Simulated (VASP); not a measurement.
# NaMgF3 (Neighborite) in VASP: a series of runs

NaMgF3 (Neighborite) is run at these levels: LDA; tasks: single point.

All numbers are computed with VASP 6.6.1; they aren't measurements. Logs are shortened: lines on timing, memory, paths and dates and some standing lists are left out, and cuts for length are marked.

**1. The cell of the first run**

It takes space group Pm-3m (No. 221, cubic). Conventional cell: a = 3.876 Å, b = 3.876 Å, c = 3.876 Å, α = 90.00°, β = 90.00°, γ = 90.00°. Within 3.6 Å of Na (site symmetry m-3m) lie 12 F at 2.74 Å and 8 Mg at 3.36 Å. Within 2.6 Å of Mg (site symmetry m-3m) lie 6 F at 1.94 Å. Within 2.6 Å of F (site symmetry 4/mmm) lie 2 Mg at 1.94 Å.

**2. Single point, LDA**

The input, INCAR:

```
PREC = Accurate
ENCUT = 520
EDIFF = 1E-7
ISMEAR = 0
SIGMA = 0.01
LREAL = False
LASPH = True
NELM = 80
ALGO = Normal
ISIF = 2
LWAVE = False
LCHARG = False
GGA = CA
NBANDS = 23
```

The input, KPOINTS:

```
Automatic mesh
0
Gamma
  5 5 5
```

The input, POSCAR:

```
NaMgF3
1.0
    3.8760000000      0.0000000000      0.0000000000
    0.0000000000      3.8760000000      0.0000000000
    0.0000000000      0.0000000000      3.8760000000
Na Mg F
1 1 3
Direct
    0.0000000000      0.0000000000      0.0000000000
    0.5000000000      0.5000000000      0.5000000000
    0.5000000000      0.5000000000      0.0000000000
    0.0000000000      0.5000000000      0.5000000000
    0.5000000000      0.0000000000      0.5000000000
```

Potentials or basis: VASP PAW LDA potentials, release 64 (Na_pv, Mg, F).

Run with:

```console
$ cat potpaw_LDA.64/Na_pv/POTCAR potpaw_LDA.64/Mg/POTCAR potpaw_LDA.64/F/POTCAR > POTCAR
$ mpirun -np 1 vasp_std > vasp.out
```

OUTCAR:

```text
PREC = Accurate
   ENCUT = 520
   EDIFF = 1E-7
   ISMEAR = 0
   LREAL = False
   LASPH = True
   NELM = 80
   ISIF = 2
   GGA = CA

 ion  position               nearest neighbor table
   1  0.000  0.000  0.000-
   2  0.500  0.500  0.500-   3 1.94   4 1.94   5 1.94   3 1.94   5 1.94   4 1.94
   3  0.500  0.500  0.000-   2 1.94   2 1.94
   4  0.000  0.500  0.500-   2 1.94   2 1.94
   5  0.500  0.000  0.500-   2 1.94   2 1.94

  LATTYP: Found a simple cubic cell.
 ALAT       =     3.8760000000

  Lattice vectors:

 A1 = (   3.8760000000,   0.0000000000,   0.0000000000)
 A2 = (   0.0000000000,   3.8760000000,   0.0000000000)
 A3 = (   0.0000000000,   0.0000000000,   3.8760000000)

Analysis of symmetry for initial positions (statically):
=====================================================================
 Subroutine PRICEL returns:
 Original cell was already a primitive cell.

 Routine SETGRP: Setting up the symmetry group for a
 simple cubic supercell.

 Subroutine GETGRP returns: Found 48 space group operations
 (whereof 48 operations were pure point group operations)
 out of a pool of 48 trial point group operations.

The static configuration has the point symmetry O_h .

Analysis of symmetry for dynamics (positions and initial velocities):
=====================================================================
 Subroutine PRICEL returns:
 Original cell was already a primitive cell.

 Routine SETGRP: Setting up the symmetry group for a
 simple cubic supercell.

 Subroutine GETGRP returns: Found 48 space group operations
 (whereof 48 operations were pure point group operations)
 out of a pool of 48 trial point group operations.

The dynamic configuration has the point symmetry O_h .

 Subroutine INISYM returns: Found 48 space group operations
 (whereof 48 operations are pure point group operations),
 and found     1 'primitive' translations

----------------------------------------------------------------------------------------

                                     Primitive cell

  volume of cell :      58.2306

  direct lattice vectors                    reciprocal lattice vectors
     3.876000000  0.000000000  0.000000000     0.257997936  0.000000000  0.000000000
     0.000000000  3.876000000  0.000000000     0.000000000  0.257997936  0.000000000
     0.000000000  0.000000000  3.876000000     0.000000000  0.000000000  0.257997936

  length of vectors
     3.876000000  3.876000000  3.876000000     0.257997936  0.257997936  0.257997936

  position of ions in fractional coordinates (direct lattice)
     0.000000000  0.000000000  0.000000000
     0.500000000  0.500000000  0.500000000
     0.500000000  0.500000000  0.000000000
     0.000000000  0.500000000  0.500000000
     0.500000000  0.000000000  0.500000000

  ion indices of the primitive-cell ions
   primitive index   ion index
                 1           1
                 2           2
                 3           3
                 4           4
                 5           5

----------------------------------------------------------------------------------------

 KPOINTS: Automatic mesh

Automatic generation of k-mesh.
 Grid dimensions read from file:
 generate k-points for:    5    5    5

 Generating k-lattice:

  Cartesian coordinates                     Fractional coordinates (reciprocal lattice)
     0.051599587  0.000000000  0.000000000     0.200000000  0.000000000  0.000000000
     0.000000000  0.051599587  0.000000000     0.000000000  0.200000000  0.000000000
     0.000000000  0.000000000  0.051599587     0.000000000  0.000000000  0.200000000

  Length of vectors
     0.051599587  0.051599587  0.051599587

  Shift w.r.t. Gamma in fractional coordinates (k-lattice)
     0.000000000  0.000000000  0.000000000

 Subroutine IBZKPT returns following result:
 ===========================================

 Found     10 irreducible k-points:

 Following reciprocal coordinates:
            Coordinates               Weight
  0.000000  0.000000  0.000000      1.000000
  0.200000  0.000000  0.000000      6.000000
  0.400000  0.000000  0.000000      6.000000
  0.200000  0.200000  0.000000     12.000000
  0.400000  0.200000  0.000000     24.000000
  0.400000  0.400000  0.000000     12.000000
  0.200000  0.200000  0.200000      8.000000
  0.400000  0.200000  0.200000     24.000000
  0.400000  0.400000  0.200000     24.000000
  0.400000  0.400000  0.400000      8.000000
   k-points           NKPTS =     10   k-points in BZ     NKDIM =     10   number of bands    NBANDS=     23
   number of dos      NEDOS =    301   number of ions     NIONS =      5
   total plane-waves  NPLWV =  27000
   dimension x,y,z NGX =    30 NGY =   30 NGZ =   30
   dimension x,y,z NGXF=    60 NGYF=   60 NGZF=   60
   ions per type =               1   1   3
   NGX,Y,Z   is equivalent  to a cutoff of  12.87, 12.87, 12.87 a.u.
   NGXF,Y,Z  is equivalent  to a cutoff of  25.73, 25.73, 25.73 a.u.
 SYSTEM =  unknown system
   PREC   = accura    normal or accurate (medium, high low for compatibility)
   ISTART =      0    job   : 0-new  1-cont  2-samecut
   ICHARG =      2    charge: 1-file 2-atom 10-const
   ISPIN  =      1    spin polarized calculation?
   LNONCOLLINEAR =      F non collinear calculations
   LSORBIT =      F    spin-orbit coupling
   LASPH  =      T    aspherical Exc in radial PAW
   ENCUT  =  520.0 eV  38.22 Ry    6.18 a.u.   7.21  7.21  7.21*2*pi/ulx,y,z
   NELM   =     80;   NELMIN=  2; NELMDL= -5     # of ELM steps
   EDIFF  = 0.1E-06   stopping-criterion for ELM
   LREAL  =      F    real-space projection
   EDIFFG = 0.1E-05   stopping-criterion for IOM
   NSW    =      0    number of steps for IOM
   IBRION =     -1    ionic relax: 0-MD 1-quasi-New 2-CG
   NFREE  =      0    steps in history (QN), initial steepest desc. (CG)
   ISIF   =      2    stress and relaxation
   ISYM   =      2    0-nonsym 1-usesym 2-fastsym
   POTIM  = 0.5000    time-step for ionic-motion
   TEBEG  =    0.0;   TEEND  =   0.0 temperature during run
   PSTRESS=    0.0 pullay stress
   NELECT =      30.0000    total number of electrons
   NUPDOWN=      -1.0000    fix difference up-down
   EMIN   =  10.00;   EMAX   =-10.00  energy-range for DOS
   EFERMI =   0.00;   METHOD = LEGACY
   ISMEAR =     0;   SIGMA  =   0.01  broadening in eV -4-tet -1-fermi 0-gaus
   EFERMI_NEDOS =   21; number of points for ismear=-14 and -15
   IALGO  =     38    algorithm
   IMIX   =      4    mixing-type and parameters
     AMIX     =   0.40;   BMIX     =  1.00
     AMIX_MAG =   1.60;   BMIX_MAG =  1.00
  volume/ion in A,a.u.               =      11.65        78.59
  Fermi-wavevector in a.u.,A,eV,Ry     =   1.312396  2.480068 23.434438  1.722383
  Thomas-Fermi vector in A             =   2.442791
   LORBIT       =      0    0 simple, 1 ext, 2 COOP (PROOUT), +10 PAW based schemes
   GGA     = CA    functional components
   LHFCALC =     F    Hartree Fock is set to
   AEXX    =    0.0000 exact exchange contribution
   IVDW    =     0    specifies the selected vdW correction
   LEPSILON=     F    determine dielectric tensor
   LRPA    =     F    only Hartree local field effects (RPA)
 non-spin polarized calculation
 Gauss-broadening in eV      SIGMA  =   0.01
  energy-cutoff  :      520.00
  volume of cell :       58.23
 maximum number of plane-waves:      1594
 NGX is ok and might be reduce to    30
   NGX = 15   NGY = 15   NGZ = 15

 number of electron      30.0000030 magnetization

 Free energy of the ion-electron system (eV)
  ---------------------------------------------------
  ext. energy  EPLUGINS =         0.00000000
  ---------------------------------------------------
  free energy    TOTEN  =       -26.71654312 eV

  energy without entropy =      -26.71654312  energy(sigma->0) =      -26.71654312

 E-fermi :  -1.7630     XC(G=0): -10.1621

 val. band max:       -1.8140350350   @ k =   0.4000   0.4000   0.4000
 cond. band min:       4.1270767897   @ k =   0.0000   0.0000   0.0000
 fundamental gap:      5.9411118247
 Fermi energy:        -1.7629607382

 k-point     1 :       0.0000    0.0000    0.0000
  band No.  band energies     occupation
      1     -21.8183      2.00000
      2     -21.6938      2.00000
      3     -21.6938      2.00000
      4     -21.6938      2.00000
      5     -20.9033      2.00000
      6     -20.9033      2.00000
[... 15 lines left out ...]
     22      13.7820      0.00000
     23      14.3076      0.00000

 k-point     2 :       0.2000    0.0000    0.0000
  band No.  band energies     occupation
      1     -21.8623      2.00000
      2     -21.6931      2.00000
      3     -21.6931      2.00000
      4     -21.5829      2.00000
      5     -20.9550      2.00000
      6     -20.8996      2.00000
[... 15 lines left out ...]
     22      14.6700      0.00000
     23      14.6724      0.00000

 k-point     3 :       0.4000    0.0000    0.0000
  band No.  band energies     occupation
      1     -21.9019      2.00000
      2     -21.6920      2.00000
      3     -21.6920      2.00000
      4     -21.3719      2.00000
      5     -21.1012      2.00000
      6     -20.8937      2.00000
[... 15 lines left out ...]
     22      14.9822      0.00000
     23      14.9822      0.00000
[... 131 lines left out ...]
 k-point     9 :       0.4000    0.4000    0.2000
  band No.  band energies     occupation
      1     -21.7702      2.00000
      2     -21.7432      2.00000
      3     -21.6971      2.00000
      4     -21.2243      2.00000
      5     -21.0733      2.00000
      6     -21.0568      2.00000
[... 15 lines left out ...]
     22      13.9082      0.00000
     23      15.0859      0.00000

 k-point    10 :       0.4000    0.4000    0.4000
  band No.  band energies     occupation
      1     -21.7305      2.00000
      2     -21.7102      2.00000
      3     -21.7102      2.00000
      4     -21.1692      2.00000
      5     -21.1008      2.00000
      6     -21.1008      2.00000
[... 15 lines left out ...]
     22      12.6506      0.00000
     23      14.5683      0.00000

------------------------ aborting loop because EDIFF is reached ----------------------------------------

  FORCE on cell =-STRESS in cart. coord.  units (eV):
  Direction    XX          YY          ZZ          XY          YZ          ZX
  --------------------------------------------------------------------------------------
  -------------------------------------------------------------------------------------
  Total       -1.3952813     -1.3952813     -1.3952813     -0.0000000     -0.0000000      0.0000000
  in kB      -38.3902605    -38.3902605    -38.3902605     -0.0000000     -0.0000000      0.0000000
  external PRESSURE =     -38.3902605 kB  Pullay stress =       0.0000000 kB

 VOLUME and BASIS-vectors are now :
 -----------------------------------------------------------------------------
  energy-cutoff  :      520.00
  volume of cell :       58.23
      direct lattice vectors                 reciprocal lattice vectors
     3.876000000  0.000000000  0.000000000     0.257997936  0.000000000  0.000000000
     0.000000000  3.876000000  0.000000000     0.000000000  0.257997936  0.000000000
     0.000000000  0.000000000  3.876000000     0.000000000  0.000000000  0.257997936

 POSITION                                       TOTAL-FORCE (eV/Angst)
 -----------------------------------------------------------------------------------
      0.00000      0.00000      0.00000         0.000000      0.000000      0.000000
      1.93800      1.93800      1.93800         0.000000      0.000000      0.000000
      1.93800      1.93800      0.00000         0.000000      0.000000      0.000000
      0.00000      1.93800      1.93800         0.000000      0.000000      0.000000
      1.93800      0.00000      1.93800         0.000000      0.000000      0.000000
 -----------------------------------------------------------------------------------
    total drift:                                0.000000      0.000000     -0.000000

  FREE ENERGIE OF THE ION-ELECTRON SYSTEM (eV)
  ---------------------------------------------------
  free  energy   TOTEN  =       -26.7165431235 eV

  energy  without entropy=      -26.7165431235  energy(sigma->0) =      -26.71654312
```

Run time: 18 s. Hardware: 1 thread of Intel Xeon Platinum 8375C at 2.90GHz (Ice Lake), shared host; peak memory 0.15 GiB.

What came out:

| Property | Result |
| --- | --- |
| Free energy | -26.7165 eV |
| Pressure | -3.8 GPa |
| Band gap on the k mesh | 5.94 eV, indirect (least direct gap 6.34 eV) |

A k mesh can miss the band edges.

(Continued in part 2 of 3.)
